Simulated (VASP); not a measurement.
# CuRu4 (P6/mmm) in VASP: further runs

Runs on CuRu4. Level: PBE. Tasks: single point, relaxation of cell and atoms.

Everything below comes from runs of VASP 6.6.1. Logs are shortened: lines on timing, memory, paths and dates and some standing lists are left out, and cuts for length are marked.

### Step 1. The cell of the first run

It takes space group P6/mmm (No. 191, hexagonal). The conventional cell has a = 4.098 Å, b = 4.098 Å, c = 7.366 Å, α = 90.00°, β = 90.00°, γ = 120.00°. Within 3.1 Å of Cu (site symmetry 6/mmm) lie 2 Ru at 2.36 Å. Ru (site symmetry -6m2) has 9 Ru at 2.37 to 2.71 Å within 3.1 Å. Ru (site symmetry 6mm) has 1 Cu at 2.36 Å and 7 Ru at 2.64 to 2.71 Å within 3.1 Å.

The cell was built from a structure type or drawn by symmetry, and may not be a known phase.

### Step 2. Single point, PBE

Contents of INCAR:

```
ALGO = Normal
EDIFF = 1E-6
ENCUT = 700
GGA = PE
GGA_COMPAT = False
ISIF = 2
ISMEAR = 0
LASPH = True
LCHARG = False
LREAL = False
LWAVE = False
NBANDS = 50
NELM = 120
PREC = Accurate
SIGMA = 0.1
```

Contents of KPOINTS:

```
k-points
0
Gamma
  6 6 4
```

Contents of POSCAR:

```
CuRu4
1.0
    4.0980558031      0.0000000000      0.0000000000
   -2.0490279016      3.5490204316      0.0000000000
    0.0000000000      0.0000000000      7.3662540352
Cu Ru
1 4
Direct
    0.0000000000      0.0000000000      0.0000000000
    0.3333333333      0.6666666667      0.5000000000
    0.6666666667      0.3333333333      0.5000000000
    0.0000000000      0.0000000000      0.3204828068
    0.0000000000      0.0000000000      0.6795171932
```

Potentials or basis: VASP PAW PBE potentials, release 64 (Cu_sv_GW, Ru_sv).

Launch:

```
> cat potpaw_PBE.64/Cu_sv_GW/POTCAR potpaw_PBE.64/Ru_sv/POTCAR > POTCAR
> mpirun -np 1 vasp_std > vasp.out
```

OUTCAR:

```text
EDIFF = 1E-6
   ENCUT = 700
   GGA = PE
   ISIF = 2
   ISMEAR = 0
   LASPH = True
   LREAL = False
   NELM = 120
   PREC = Accurate

 ion  position               nearest neighbor table
   1  0.000  0.000  0.000-   4 2.36   5 2.36
   2  0.333  0.667  0.500-   3 2.37   3 2.37   3 2.37   5 2.71   4 2.71   5 2.71   4 2.71   5 2.71
                             4 2.71
   3  0.667  0.333  0.500-   2 2.37   2 2.37   2 2.37   5 2.71   4 2.71   4 2.71   5 2.71   4 2.71
                             5 2.71
   4  0.000  0.000  0.320-   1 2.36   5 2.64   3 2.71   2 2.71   3 2.71   2 2.71   3 2.71   2 2.71

   5  0.000  0.000  0.680-   1 2.36   4 2.64   3 2.71   2 2.71   3 2.71   2 2.71   3 2.71   2 2.71

  LATTYP: Found a hexagonal cell.
 ALAT       =     4.0980558031
 C/A-ratio  =     1.7974996899

  Lattice vectors:

 A1 = (   4.0980558031,   0.0000000000,   0.0000000000)
 A2 = (  -2.0490279016,   3.5490204316,   0.0000000000)
 A3 = (   0.0000000000,   0.0000000000,   7.3662540352)

Analysis of symmetry for initial positions (statically):
=====================================================================
 Subroutine PRICEL returns:
 Original cell was already a primitive cell.

 Routine SETGRP: Setting up the symmetry group for a
 hexagonal supercell.

 Subroutine GETGRP returns: Found 24 space group operations
 (whereof 24 operations were pure point group operations)
 out of a pool of 24 trial point group operations.

The static configuration has the point symmetry D_6h.

Analysis of symmetry for dynamics (positions and initial velocities):
=====================================================================
 Subroutine PRICEL returns:
 Original cell was already a primitive cell.

 Routine SETGRP: Setting up the symmetry group for a
 hexagonal supercell.

 Subroutine GETGRP returns: Found 24 space group operations
 (whereof 24 operations were pure point group operations)
 out of a pool of 24 trial point group operations.

The dynamic configuration has the point symmetry D_6h.

 Subroutine INISYM returns: Found 24 space group operations
 (whereof 24 operations are pure point group operations),
 and found     1 'primitive' translations

----------------------------------------------------------------------------------------

                                     Primitive cell

  volume of cell :     107.1354

  direct lattice vectors                    reciprocal lattice vectors
     4.098055803  0.000000000  0.000000000     0.244018151  0.140883945  0.000000000
    -2.049027902  3.549020432  0.000000000     0.000000000  0.281767890  0.000000000
     0.000000000  0.000000000  7.366254035     0.000000000  0.000000000  0.135754210

  length of vectors
     4.098055803  4.098055803  7.366254035     0.281767890  0.281767890  0.135754210

  position of ions in fractional coordinates (direct lattice)
     0.000000000  0.000000000  0.000000000
     0.333333333  0.666666667  0.500000000
     0.666666667  0.333333333  0.500000000
     0.000000000  0.000000000  0.320482807
     0.000000000  0.000000000  0.679517193

  ion indices of the primitive-cell ions
   primitive index   ion index
                 1           1
                 2           2
                 3           3
                 4           4
                 5           5

----------------------------------------------------------------------------------------

 KPOINTS: k-points

Automatic generation of k-mesh.
 Grid dimensions read from file:
 generate k-points for:    6    6    4

 Generating k-lattice:

  Cartesian coordinates                     Fractional coordinates (reciprocal lattice)
     0.040669692  0.023480658  0.000000000     0.166666667  0.000000000  0.000000000
     0.000000000  0.046961315  0.000000000     0.000000000  0.166666667  0.000000000
     0.000000000  0.000000000  0.033938553     0.000000000  0.000000000  0.250000000

  Length of vectors
     0.046961315  0.046961315  0.033938553

  Shift w.r.t. Gamma in fractional coordinates (k-lattice)
     0.000000000  0.000000000  0.000000000

 Subroutine IBZKPT returns following result:
 ===========================================

 Found     21 irreducible k-points:

 Following reciprocal coordinates:
            Coordinates               Weight
  0.000000  0.000000  0.000000      1.000000
  0.166667  0.000000  0.000000      6.000000
  0.333333  0.000000  0.000000      6.000000
  0.500000  0.000000  0.000000      3.000000
  0.166667  0.166667  0.000000      6.000000
  0.333333  0.166667  0.000000     12.000000
[... 13 lines left out ...]
  0.333333  0.166667  0.500000     12.000000
  0.333333  0.333333  0.500000      2.000000
   k-points           NKPTS =     21   k-points in BZ     NKDIM =     21   number of bands    NBANDS=     50
   number of dos      NEDOS =    301   number of ions     NIONS =      5
   total plane-waves  NPLWV =  82944
   dimension x,y,z NGX =    36 NGY =   36 NGZ =   64
   dimension x,y,z NGXF=    72 NGYF=   72 NGZF=  128
   ions per type =               1   4
   NGX,Y,Z   is equivalent  to a cutoff of  14.60, 14.60, 14.44 a.u.
   NGXF,Y,Z  is equivalent  to a cutoff of  29.21, 29.21, 28.89 a.u.
 SYSTEM =  unknown system
   PREC   = accura    normal or accurate (medium, high low for compatibility)
   ISTART =      0    job   : 0-new  1-cont  2-samecut
   ICHARG =      2    charge: 1-file 2-atom 10-const
   ISPIN  =      1    spin polarized calculation?
   LNONCOLLINEAR =      F non collinear calculations
   LSORBIT =      F    spin-orbit coupling
   LASPH  =      T    aspherical Exc in radial PAW
   ENCUT  =  700.0 eV  51.45 Ry    7.17 a.u.   8.84  8.84 15.89*2*pi/ulx,y,z
   NELM   =    120;   NELMIN=  2; NELMDL= -5     # of ELM steps
   EDIFF  = 0.1E-05   stopping-criterion for ELM
   LREAL  =      F    real-space projection
   EDIFFG = 0.1E-04   stopping-criterion for IOM
   NSW    =      0    number of steps for IOM
   IBRION =     -1    ionic relax: 0-MD 1-quasi-New 2-CG
   NFREE  =      0    steps in history (QN), initial steepest desc. (CG)
   ISIF   =      2    stress and relaxation
   ISYM   =      2    0-nonsym 1-usesym 2-fastsym
   POTIM  = 0.5000    time-step for ionic-motion
   TEBEG  =    0.0;   TEEND  =   0.0 temperature during run
   PSTRESS=    0.0 pullay stress
   NELECT =      83.0000    total number of electrons
   NUPDOWN=      -1.0000    fix difference up-down
   EMIN   =  10.00;   EMAX   =-10.00  energy-range for DOS
   EFERMI =   0.00;   METHOD = LEGACY
   ISMEAR =     0;   SIGMA  =   0.10  broadening in eV -4-tet -1-fermi 0-gaus
   EFERMI_NEDOS =   21; number of points for ismear=-14 and -15
   IALGO  =     38    algorithm
   IMIX   =      4    mixing-type and parameters
     AMIX     =   0.40;   BMIX     =  1.00
     AMIX_MAG =   1.60;   BMIX_MAG =  1.00
  volume/ion in A,a.u.               =      21.43       144.60
  Fermi-wavevector in a.u.,A,eV,Ry     =   1.503568  2.841332 30.758933  2.260718
  Thomas-Fermi vector in A             =   2.614662
   LORBIT       =      0    0 simple, 1 ext, 2 COOP (PROOUT), +10 PAW based schemes
   GGA     = PE    functional components
   LHFCALC =     F    Hartree Fock is set to
   AEXX    =    0.0000 exact exchange contribution
   IVDW    =     0    specifies the selected vdW correction
   LEPSILON=     F    determine dielectric tensor
   LRPA    =     F    only Hartree local field effects (RPA)
 non-spin polarized calculation
 Gauss-broadening in eV      SIGMA  =   0.10
  energy-cutoff  :      700.00
  volume of cell :      107.14
 maximum number of plane-waves:      4533
 NGX is ok and might be reduce to    36
   NGX = 17   NGY = 17   NGZ = 31

 number of electron      82.9999973 magnetization

 Free energy of the ion-electron system (eV)
  ---------------------------------------------------
  ext. energy  EPLUGINS =         0.00000000
  ---------------------------------------------------
  free energy    TOTEN  =       -34.22225839 eV

  energy without entropy =      -34.16572674  energy(sigma->0) =      -34.19399256

 E-fermi :   6.5662     XC(G=0): -10.6163

 val. band max:        6.5481279157   @ k =   0.5000   0.0000   0.0000
 cond. band min:       6.5840542049   @ k =   0.1667   0.0000   0.5000
 fundamental gap:      0.0359262892
 Fermi energy:         6.5662307768

 k-point     1 :       0.0000    0.0000    0.0000
  band No.  band energies     occupation
      1    -105.3945      2.00000
      2     -66.7762      2.00000
      3     -66.3986      2.00000
      4     -65.8789      2.00000
      5     -65.8522      2.00000
      6     -63.0796      2.00000
[... 42 lines left out ...]
     49      14.7678      0.00000
     50      14.7803      0.00000

 k-point     2 :       0.1667    0.0000    0.0000
  band No.  band energies     occupation
      1    -105.3944      2.00000
      2     -66.7534      2.00000
      3     -66.4209      2.00000
      4     -65.8803      2.00000
      5     -65.8521      2.00000
      6     -63.0795      2.00000
[... 42 lines left out ...]
     49      12.6737      0.00000
     50      13.8876      0.00000

 k-point     3 :       0.3333    0.0000    0.0000
  band No.  band energies     occupation
      1    -105.3944      2.00000
      2     -66.6949      2.00000
      3     -66.4786      2.00000
      4     -65.8833      2.00000
      5     -65.8520      2.00000
      6     -63.0795      2.00000
[... 42 lines left out ...]
     49       9.9826      0.00000
     50      11.8078      0.00000

 k-point     4 :       0.5000    0.0000    0.0000
  band No.  band energies     occupation
      1    -105.3946      2.00000
      2     -66.6478      2.00000
      3     -66.5252      2.00000
      4     -65.8848      2.00000
      5     -65.8519      2.00000
      6     -63.0796      2.00000
[... 840 lines left out ...]
 k-point    20 :       0.3333    0.1667    0.5000
  band No.  band energies     occupation
      1    -105.3945      2.00000
      2     -66.6485      2.00000
      3     -66.5244      2.00000
      4     -65.8863      2.00000
      5     -65.8505      2.00000
      6     -63.0796      2.00000
[... 42 lines left out ...]
     49       9.9294      0.00000
     50      10.6012      0.00000

 k-point    21 :       0.3333    0.3333    0.5000
  band No.  band energies     occupation
      1    -105.3945      2.00000
      2     -66.5862      2.00000
      3     -66.5862      2.00000
      4     -65.8873      2.00000
      5     -65.8505      2.00000
      6     -63.0796      2.00000
[... 42 lines left out ...]
     49       8.7956      0.00000
     50      10.4981      0.00000

------------------------ aborting loop because EDIFF is reached ----------------------------------------

  FORCE on cell =-STRESS in cart. coord.  units (eV):
  Direction    XX          YY          ZZ          XY          YZ          ZX
  --------------------------------------------------------------------------------------
  -------------------------------------------------------------------------------------
  Total       -0.4426219     -0.4426219     -0.3469667      0.0000000     -0.0000000     -0.0000000
  in kB       -6.6192750     -6.6192750     -5.1887812      0.0000000     -0.0000000     -0.0000000
  external PRESSURE =      -6.1424438 kB  Pullay stress =       0.0000000 kB

 VOLUME and BASIS-vectors are now :
 -----------------------------------------------------------------------------
  energy-cutoff  :      700.00
  volume of cell :      107.14
      direct lattice vectors                 reciprocal lattice vectors
     4.098055803  0.000000000  0.000000000     0.244018151  0.140883945  0.000000000
    -2.049027902  3.549020432  0.000000000     0.000000000  0.281767890  0.000000000
     0.000000000  0.000000000  7.366254035     0.000000000  0.000000000  0.135754210

 POSITION                                       TOTAL-FORCE (eV/Angst)
 -----------------------------------------------------------------------------------
      0.00000      0.00000      0.00000        -0.000000     -0.000000      0.000000
     -0.00000      2.36601      3.68313         0.000000     -0.000000     -0.000000
      2.04903      1.18301      3.68313         0.000000      0.000000      0.000000
      0.00000      0.00000      2.36076         0.000000     -0.000000      0.025647
      0.00000      0.00000      5.00550        -0.000000      0.000000     -0.025647
 -----------------------------------------------------------------------------------
    total drift:                               -0.000000      0.000000     -0.000000

  FREE ENERGIE OF THE ION-ELECTRON SYSTEM (eV)
  ---------------------------------------------------
  free  energy   TOTEN  =       -34.2222583876 eV

  energy  without entropy=      -34.1657267358  energy(sigma->0) =      -34.19399256
```

Wall time 6.1 min (1 thread of AMD EPYC 7R43 (Zen 3), shared host); peak memory 0.31 GiB.

What came out:

```yaml
Free_energy: -34.2223 eV
Pressure: -0.6 GPa
Largest_force: 0.026 eV/Å
Band_gap_on_the_k_mesh: zero (an odd number of electrons rules out a gap without spin polarisation)
```

Forces on the atoms (eV/Å):
```
Cu   0.000  0.000  0.000
Ru   0.000  0.000  0.000
Ru   0.000  0.000  0.000
Ru   0.000  0.000  0.026
Ru   0.000  0.000 -0.026
```

Levels at points of the mesh, in eV from the Fermi level:
```
           k point  band 39  band 40  band 41  band 42  band 43  band 44
(0.00, 0.00, 0.00)    -1.23    -0.17    -0.10     0.48     0.58     0.58
(0.50, 0.00, 0.00)    -1.09    -0.77    -0.05    -0.02     0.13     0.24
(0.00, 0.00, 0.50)    -1.54    -1.34    -0.10     0.49     0.49     0.87
(0.50, 0.00, 0.50)    -1.13    -0.91    -0.72    -0.47    -0.39     1.19
```

(Part 1 of 2 ends here.)
